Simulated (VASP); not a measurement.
The system is Ce2VO4.

```xyz
7
Lattice="0.0000 3.8437 0.0000 3.8437 0.0000 0.0000 1.9219 1.9219 -6.1347" Properties=species:S:1:pos:R:3 pbc="T T T"
Ce    1.9219    1.9219   -1.7668
Ce    3.8437    3.8437   -4.3679
O     0.0000    1.9219    0.0000
O     1.9219    0.0000    0.0000
O     1.9219    1.9219   -4.0979
O     3.8437    3.8437   -2.0367
V     0.0000    0.0000    0.0000
```

Base run:

```yaml
Program: VASP 6.6.1
Functional: r2SCAN
Dispersion: D3(BJ)
Potentials_or_basis: VASP PAW PBE potentials, release 64 (Ce, O, V_sv)
Cutoff: 800 eV
k_mesh: 5 × 5 × 5
Occupations: fermi-dirac, width 0.1 eV
Spin: no spin polarisation
```

Its results: band gap on the k mesh zero (an odd number of electrons rules out a gap without spin polarisation); pressure -4.8 GPa; largest force 0.833 eV/Å.

**Question.** The run is repeated on the same cell with these changes: dispersion from D3(BJ) to none. What comes out?

**Answer.** Band gap on the k mesh zero (an odd number of electrons rules out a gap without spin polarisation); pressure -3.0 GPa; largest force 0.832 eV/Å.

Dispersion adds attraction, which lowers the pressure at fixed volume and, as a term added to the energy, leaves the levels alone.

Caveats: the PAW data sets were made with another functional, which shifts forces and pressure a little; spin-orbit coupling is left out, which moves the levels of the heavy elements; an odd number of electrons without spin polarisation forces a metal; a magnetic or distorted state may lie lower; the run has no spin polarisation, though such a crystal can be magnetic; semilocal functionals describe open f shells poorly, which spoils levels, moments and volumes; the cell stands under tension (at least some runs).
